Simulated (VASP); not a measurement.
# TiSi2 (Fddd) in VASP: notebook

Runs on TiSi2. Level: r2SCAN. Tasks: single point.

Program: VASP 6.6.1. These are calculated values, not measurements. Logs are shortened: lines on timing, memory, paths and dates and some standing lists are left out, and cuts for length are marked.

**1. The cell of the first run**

Symmetry: Fddd, No. 70, orthorhombic system. Conventional cell: a = 4.781 Å, b = 8.232 Å, c = 8.516 Å, α = 90.00°, β = 90.00°, γ = 90.00°. Ti (site symmetry 222) has 10 Si at 2.55 to 2.78 Å and 4 Ti at 3.19 Å within 3.4 Å. Si (site symmetry 2) has 9 Si at 2.52 to 3.19 Å and 5 Ti at 2.55 to 2.78 Å within 3.3 Å.

**2. Single point, r2SCAN**

File POSCAR:

```
TiSi2
1.0
    4.7597362630      0.0000000000      0.0000000000
   -2.3588725772      4.1341032229      0.0000000000
    1.2004318429      2.0670516115      4.2581108951
Ti Si
2 4
Direct
    0.2500000000      0.7500000000      0.5000000000
    0.5000000000      0.5000000000      0.0000000000
    0.9126699719      0.0873300281      0.5000000000
    0.5873300281      0.4126699719      0.5000000000
    0.8373300281      0.1626699719      0.0000000000
    0.1626699719      0.8373300281      0.0000000000
```

File INCAR.step1:

```
SYSTEM = TiSi2
PREC     = Accurate       ! precision mode
ENCUT    = 520            ! plane-wave cutoff, eV
ISMEAR   = 0              ! smearing method
SIGMA    = 0.1            ! smearing width, eV
LREAL    = .FALSE.        ! projectors in reciprocal space
LASPH    = .TRUE.         ! aspherical terms in the spheres
NELM     = 60             ! most SCF steps
NBANDS   = 29             ! bands
GGA      = PE             ! functional
ALGO     = Normal         ! electronic algorithm
EDIFF    = 1E-4           ! SCF threshold, eV
LWAVE    = .TRUE.         ! write WAVECAR
LCHARG   = .FALSE.        ! write CHGCAR
```

File INCAR.step2:

```
SYSTEM = TiSi2
PREC     = Accurate       ! precision mode
ENCUT    = 520            ! plane-wave cutoff, eV
EDIFF    = 1E-7           ! SCF threshold, eV
ISMEAR   = 0              ! smearing method
SIGMA    = 0.1            ! smearing width, eV
LREAL    = .FALSE.        ! projectors in reciprocal space
LASPH    = .TRUE.         ! aspherical terms in the spheres
NELM     = 60             ! most SCF steps
ALGO     = Normal         ! electronic algorithm
ISIF     = 2              ! what is computed and relaxed
LWAVE    = .FALSE.        ! write WAVECAR
LCHARG   = .TRUE.         ! write CHGCAR
METAGGA  = R2SCAN         ! meta-GGA
LMIXTAU  = .TRUE.       
LELF     = .TRUE.         ! ELF
LVHAR    = .TRUE.       
NBANDS   = 29             ! bands
ISTART   = 1
```

File KPOINTS:

```
Automatic mesh
0
G
  8 8 8
  0 0 0
```

Potentials or basis: VASP PAW PBE potentials, release 64 (Ti_sv, Si).

Command:

```
cat potpaw_PBE.64/Ti_sv/POTCAR potpaw_PBE.64/Si/POTCAR > POTCAR
cp INCAR.step1 INCAR
mpirun -np 1 vasp_std > vasp.out
cp INCAR.step2 INCAR
mpirun -np 1 vasp_std > vasp.out
```

OUTCAR:

```text
SYSTEM = TiSi2
   PREC = Accurate
   ENCUT = 520
   EDIFF = 1E-7
   ISMEAR = 0
   LREAL = .FALSE.
   LASPH = .TRUE.
   NELM = 60
   ISIF = 2
   METAGGA = R2SCAN
   ISTART = 1

 ion  position               nearest neighbor table
   1  0.250  0.750  0.500-   5 2.55   5 2.55   6 2.55   6 2.55   3 2.74   4 2.74   3 2.74   4 2.74
                             4 2.78   3 2.78
   2  0.500  0.500  0.000-   3 2.55   3 2.55   4 2.55   4 2.55   6 2.74   5 2.74   6 2.74   5 2.74
                             5 2.78   6 2.78
   3  0.913  0.087  0.500-   5 2.52   5 2.52   2 2.55   2 2.55   4 2.68   1 2.74   1 2.74   1 2.78
                             4 2.79   4 2.79
   4  0.587  0.413  0.500-   6 2.52   6 2.52   2 2.55   2 2.55   3 2.68   1 2.74   1 2.74   1 2.78
                             3 2.79   3 2.79
   5  0.837  0.163  0.000-   3 2.52   3 2.52   1 2.55   1 2.55   6 2.68   2 2.74   2 2.74   2 2.78
                             6 2.79   6 2.79
   6  0.163  0.837  0.000-   4 2.52   4 2.52   1 2.55   1 2.55   5 2.68   2 2.74   2 2.74   2 2.78
                             5 2.79   5 2.79

  LATTYP: Found a face centered orthorhombic cell.
 ALAT       =     4.7806857139
 B/A-ratio  =     1.7219233426
 C/A-ratio  =     1.7813808102

  Lattice vectors:

 A1 = (  -3.5593044201,   2.0670516115,   4.2581108951)
 A2 = (   1.2004318429,   2.0670516115,   4.2581108951)
 A3 = (  -2.3588725772,   4.1341032229,   0.0000000000)

Analysis of symmetry for initial positions (statically):
=====================================================================
 Subroutine PRICEL returns:
 Original cell was already a primitive cell.

 Routine SETGRP: Setting up the symmetry group for a
 face centered orthorhombic supercell.

 Subroutine GETGRP returns: Found  8 space group operations
 (whereof  4 operations were pure point group operations)
 out of a pool of  8 trial point group operations.

The static configuration has the point symmetry D_2 .
 The point group associated with its full space group is D_2h.

Analysis of symmetry for dynamics (positions and initial velocities):
=====================================================================
 Subroutine PRICEL returns:
 Original cell was already a primitive cell.

 Routine SETGRP: Setting up the symmetry group for a
 face centered orthorhombic supercell.

 Subroutine GETGRP returns: Found  8 space group operations
 (whereof  4 operations were pure point group operations)
 out of a pool of  8 trial point group operations.

The dynamic configuration has the point symmetry D_2 .
 The point group associated with its full space group is D_2h.

 Subroutine INISYM returns: Found  8 space group operations
 (whereof  4 operations are pure point group operations),
 and found     1 'primitive' translations

----------------------------------------------------------------------------------------

                                     Primitive cell

  volume of cell :      83.7879

  direct lattice vectors                    reciprocal lattice vectors
     4.759736263  0.000000000  0.000000000     0.210095674  0.119878217 -0.117422963
    -2.358872577  4.134103223  0.000000000     0.000000000  0.241890428 -0.117422963
     1.200431843  2.067051612  4.258110895     0.000000000  0.000000000  0.234845927

  length of vectors
     4.759736263  4.759736263  4.883159568     0.268884979  0.268884979  0.234845927

  position of ions in fractional coordinates (direct lattice)
     0.250000000  0.750000000  0.500000000
     0.500000000  0.500000000  0.000000000
     0.912669972  0.087330028  0.500000000
     0.587330028  0.412669972  0.500000000
     0.837330028  0.162669972  0.000000000
     0.162669972  0.837330028  0.000000000

  ion indices of the primitive-cell ions
   primitive index   ion index
                 1           1
                 2           2
                 3           3
                 4           4
                 5           5
                 6           6

----------------------------------------------------------------------------------------

 KPOINTS: Automatic mesh

Automatic generation of k-mesh.
 Grid dimensions read from file:
 generate k-points for:    8    8    8

 Generating k-lattice:

  Cartesian coordinates                     Fractional coordinates (reciprocal lattice)
     0.026261959  0.014984777 -0.014677870     0.125000000  0.000000000 -0.000000000
     0.000000000  0.030236304 -0.014677870     0.000000000  0.125000000  0.000000000
     0.000000000  0.000000000  0.029355741     0.000000000  0.000000000  0.125000000

  Length of vectors
     0.033610622  0.033610622  0.029355741

  Shift w.r.t. Gamma in fractional coordinates (k-lattice)
     0.000000000  0.000000000  0.000000000

 Subroutine IBZKPT returns following result:
 ===========================================

 Found     95 irreducible k-points:

 Following reciprocal coordinates:
            Coordinates               Weight
  0.000000  0.000000  0.000000      1.000000
  0.125000 -0.000000 -0.000000      8.000000
  0.250000 -0.000000 -0.000000      8.000000
  0.375000  0.000000 -0.000000      8.000000
  0.500000 -0.000000 -0.000000      4.000000
  0.125000  0.125000  0.000000      4.000000
[... 16 lines left out ...]
  0.250000 -0.000000  0.125000      4.000000
  0.375000  0.000000  0.125000      8.000000
 [... further k-points ...]
   k-points           NKPTS =     95   k-points in BZ     NKDIM =     95   number of bands    NBANDS=     29
   number of dos      NEDOS =    301   number of ions     NIONS =      6
   total plane-waves  NPLWV =  46656
   dimension x,y,z NGX =    36 NGY =   36 NGZ =   36
   dimension x,y,z NGXF=    72 NGYF=   72 NGZF=   72
   ions per type =               2   4
   NGX,Y,Z   is equivalent  to a cutoff of  12.57, 12.57, 12.26 a.u.
   NGXF,Y,Z  is equivalent  to a cutoff of  25.15, 25.15, 24.51 a.u.
 SYSTEM =  TiSi2
   PREC   = accura    normal or accurate (medium, high low for compatibility)
   ISTART =      1    job   : 0-new  1-cont  2-samecut
   ICHARG =      0    charge: 1-file 2-atom 10-const
   ISPIN  =      1    spin polarized calculation?
   LNONCOLLINEAR =      F non collinear calculations
   LSORBIT =      F    spin-orbit coupling
   LASPH  =      T    aspherical Exc in radial PAW
   ENCUT  =  520.0 eV  38.22 Ry    6.18 a.u.   8.85  8.85  9.08*2*pi/ulx,y,z
   NELM   =     60;   NELMIN=  2; NELMDL=  0     # of ELM steps
   EDIFF  = 0.1E-06   stopping-criterion for ELM
   LREAL  =      F    real-space projection
   EDIFFG = 0.1E-05   stopping-criterion for IOM
   NSW    =      0    number of steps for IOM
   IBRION =     -1    ionic relax: 0-MD 1-quasi-New 2-CG
   NFREE  =      0    steps in history (QN), initial steepest desc. (CG)
   ISIF   =      2    stress and relaxation
   ISYM   =      2    0-nonsym 1-usesym 2-fastsym
   POTIM  = 0.5000    time-step for ionic-motion
   TEBEG  =    0.0;   TEEND  =   0.0 temperature during run
   PSTRESS=    0.0 pullay stress
   NELECT =      40.0000    total number of electrons
   NUPDOWN=      -1.0000    fix difference up-down
   EMIN   =  10.00;   EMAX   =-10.00  energy-range for DOS
   EFERMI =   0.00;   METHOD = LEGACY
   ISMEAR =     0;   SIGMA  =   0.10  broadening in eV -4-tet -1-fermi 0-gaus
   EFERMI_NEDOS =   21; number of points for ismear=-14 and -15
   IALGO  =     38    algorithm
   IMIX   =      4    mixing-type and parameters
     AMIX     =   0.40;   BMIX     =  1.00
     AMIX_MAG =   1.60;   BMIX_MAG =  1.00
  volume/ion in A,a.u.               =      13.96        94.24
  Fermi-wavevector in a.u.,A,eV,Ry     =   1.279483  2.417872 22.273773  1.637076
  Thomas-Fermi vector in A             =   2.411966
   LORBIT       =      0    0 simple, 1 ext, 2 COOP (PROOUT), +10 PAW based schemes
   METAGGA = R2SCAN    functional components
   LHFCALC =     F    Hartree Fock is set to
   AEXX    =    0.0000 exact exchange contribution
   IVDW    =     0    specifies the selected vdW correction
   LEPSILON=     F    determine dielectric tensor
   LRPA    =     F    only Hartree local field effects (RPA)
 non-spin polarized calculation
 Gauss-broadening in eV      SIGMA  =   0.10
  energy-cutoff  :      520.00
  volume of cell :       83.79
 maximum number of plane-waves:      2274
   NGX = 17   NGY = 17   NGZ = 19

 number of electron      40.0000009 magnetization

 Free energy of the ion-electron system (eV)
  ---------------------------------------------------
  ext. energy  EPLUGINS =         0.00000000
  ---------------------------------------------------
  free energy    TOTEN  =       -64.12535829 eV

  energy without entropy =      -64.11495771  energy(sigma->0) =      -64.12015800

 E-fermi :  10.2428     XC(G=0): -12.5766

 val. band max:       10.2375187442   @ k =   0.2500   0.2500   0.1250
 cond. band min:      10.2474425821   @ k =  -0.3750   0.3750   0.0000
 fundamental gap:      0.0099238379
 Fermi energy:        10.2427805716

 k-point     1 :       0.0000    0.0000    0.0000
  band No.  band energies     occupation
      1     -48.3897      2.00000
      2     -48.3590      2.00000
      3     -23.7360      2.00000
      4     -23.7163      2.00000
      5     -23.6431      2.00000
      6     -23.6278      2.00000
[... 21 lines left out ...]
     28      14.2237      0.00000
     29      14.2656      0.00000

 k-point     2 :       0.1250   -0.0000   -0.0000
  band No.  band energies     occupation
      1     -48.3888      2.00000
      2     -48.3599      2.00000
      3     -23.7353      2.00000
      4     -23.7159      2.00000
      5     -23.6469      2.00000
      6     -23.6277      2.00000
[... 21 lines left out ...]
     28      14.2591      0.00000
     29      14.4074      0.00000

 k-point     3 :       0.2500   -0.0000   -0.0000
  band No.  band energies     occupation
      1     -48.3864      2.00000
      2     -48.3622      2.00000
      3     -23.7358      2.00000
      4     -23.7125      2.00000
      5     -23.6579      2.00000
      6     -23.6263      2.00000
[... 638 lines left out ...]
      5     -23.6504      2.00000
      6     -23.6300      2.00000
[... 21 lines left out ...]
     28      14.3646      0.00000
     29      14.5766      0.00000

 k-point    24 :       0.3750    0.0000    0.1250
  band No.  band energies     occupation
      1     -48.3846      2.00000
      2     -48.3639      2.00000
      3     -23.7374      2.00000
      4     -23.7142      2.00000
      5     -23.6595      2.00000
      6     -23.6299      2.00000
[... 21 lines left out ...]
     28      14.6082      0.00000
     29      14.9834      0.00000

 [... further k-points ...]
[... 5 lines left out ...]
  --------------------------------------------------------------------------------------
  -------------------------------------------------------------------------------------
  Total        0.2724175      0.1646871      0.0633613     -0.0944028      0.0000000      0.0000000
  in kB        5.2091207      3.1491194      1.2115832     -1.8051543      0.0000000      0.0000000
  external PRESSURE =       3.1899411 kB  Pullay stress =       0.0000000 kB

 VOLUME and BASIS-vectors are now :
 -----------------------------------------------------------------------------
  energy-cutoff  :      520.00
  volume of cell :       83.79
      direct lattice vectors                 reciprocal lattice vectors
     4.759736263  0.000000000  0.000000000     0.210095674  0.119878217 -0.117422963
    -2.358872577  4.134103223  0.000000000     0.000000000  0.241890428 -0.117422963
     1.200431843  2.067051612  4.258110895     0.000000000  0.000000000  0.234845927

 POSITION                                       TOTAL-FORCE (eV/Angst)
 -----------------------------------------------------------------------------------
      0.02100      4.13410      2.12906         0.000000     -0.000000      0.000000
      1.20043      2.06705      0.00000         0.000000     -0.000000      0.000000
      4.73828      1.39456      2.12906        -0.008911      0.005175     -0.000000
      2.42232      2.73955      2.12906         0.008911     -0.005175      0.000000
      3.60175      0.67249      0.00000         0.008911     -0.005175     -0.000000
     -1.20089      3.46161      0.00000        -0.008911      0.005175     -0.000000
 -----------------------------------------------------------------------------------
    total drift:                               -0.000000      0.000000      0.000000

  FREE ENERGIE OF THE ION-ELECTRON SYSTEM (eV)
  ---------------------------------------------------
  free  energy   TOTEN  =       -64.1253582942 eV

  energy  without entropy=      -64.1149577117  energy(sigma->0) =      -64.12015800
```

Run time: 6.1 min. Hardware: 1 thread of Intel Xeon 6975P-C (Granite Rapids), shared host; peak memory 0.34 GiB.

Results:

```yaml
Free_energy: -64.1254 eV
Pressure: 0.3 GPa
Largest_force: 0.010 eV/Å
Band_gap_on_the_k_mesh: zero (band 20 reaches 11.03 eV, above the bottom of band 21 at 8.97 eV)
```

Forces on the atoms (eV/Å):
```
Ti   0.000  0.000  0.000
Ti   0.000  0.000  0.000
Si  -0.009  0.005  0.000
Si   0.009 -0.005  0.000
Si   0.009 -0.005  0.000
Si  -0.009  0.005  0.000
```

Stress tensor (GPa, compression positive):
```
 0.52 -0.18  0.00
-0.18  0.31  0.00
 0.00  0.00  0.12
```

Caveat: the PAW data sets were made with another functional, which shifts forces and pressure a little.

**3. Single point, r2SCAN**

This run uses another cell than the first one, of the same volume but with other edges.

File POSCAR:

```
TiSi2
1.0
    0.0000000000      4.1180000000      4.2615000000
    2.3865000000      0.0000000000      4.2615000000
    2.3865000000      4.1180000000      0.0000000000
Ti Si
2 4
Direct
    0.7500000000      0.7500000000      0.7500000000
    0.5000000000      0.5000000000      0.5000000000
    0.0830000000      0.4170000000      0.0830000000
    0.4170000000      0.0830000000      0.4170000000
    0.1670000000      0.8330000000      0.1670000000
    0.8330000000      0.1670000000      0.8330000000
```

File INCAR.step1:

```
SYSTEM = TiSi2
PREC = Accurate
ENCUT = 520
ISMEAR = 0
SIGMA = 0.1
LREAL = .FALSE.
LASPH = .TRUE.
NELM = 100
NBANDS = 29
GGA = PE
ALGO = Normal
EDIFF = 1E-4
LWAVE = .TRUE.
LCHARG = .FALSE.
```

File INCAR.step2:

```
SYSTEM = TiSi2
PREC = Accurate
ENCUT = 520
EDIFF = 1E-6
ISMEAR = 0
SIGMA = 0.1
LREAL = .FALSE.
LASPH = .TRUE.
NELM = 100
ALGO = Normal
ISIF = 2
LWAVE = .FALSE.
LCHARG = .FALSE.
METAGGA = R2SCAN
LMIXTAU = .TRUE.
NBANDS = 29
ISTART = 1
```

File KPOINTS:

```
regular mesh
0
G
  6 6 6
  0 0 0
```

Potentials or basis: VASP PAW PBE potentials, release 64 (Ti_sv, Si).

Command:

```
cat potpaw_PBE.64/Ti_sv/POTCAR potpaw_PBE.64/Si/POTCAR > POTCAR
cp INCAR.step1 INCAR
mpirun -np 1 vasp_std > vasp.out
cp INCAR.step2 INCAR
mpirun -np 1 vasp_std > vasp.out
```

Run time: 6.9 min. Hardware: 1 thread of AMD EPYC 7R13 (Zen 3), shared host; peak memory 0.27 GiB.

It converged, with:

* Free energy: -64.1309 eV
* Pressure: 0.3 GPa
* Largest force: 0.204 eV/Å
* Band gap on the k mesh: zero (band 20 reaches 10.95 eV, above the bottom of band 21 at 9.03 eV)

Forces in eV/Å, atoms in the order of the input:
```
Ti   0.000  0.000  0.000
Ti   0.000  0.000  0.000
Si   0.000  0.204  0.000
Si   0.000 -0.204  0.000
Si   0.000 -0.204  0.000
Si   0.000  0.204  0.000
```

Stress tensor (GPa, compression positive):
```
 1.18  0.00  0.00
 0.00  0.86  0.00
 0.00  0.00 -1.24
```

Levels at points of the mesh, in eV from the Fermi level:
```
           k point  band 17  band 18  band 19  band 20  band 21  band 22  band 23  band 24
(0.00, 0.00, 0.00)    -2.50    -2.28    -2.03    -1.82    -1.07     2.11     3.36     3.50
(0.50, 0.00, 0.00)    -2.21    -1.24    -0.14     0.11     1.01     1.36     1.79     2.30
(0.50, 0.50, 0.00)    -1.91    -1.91    -1.22    -1.22     0.79     0.79     3.34     3.34
(0.50, 0.00, 0.50)    -2.67    -2.67    -0.99    -0.99     1.28     1.28     3.47     3.47
(0.00, 0.50, 0.50)    -1.43    -1.43    -0.80    -0.80     0.92     0.92     2.38     2.38
```

Caveat: the PAW data sets were made with another functional, which shifts forces and pressure a little.

(Continued in part 2 of 2.)
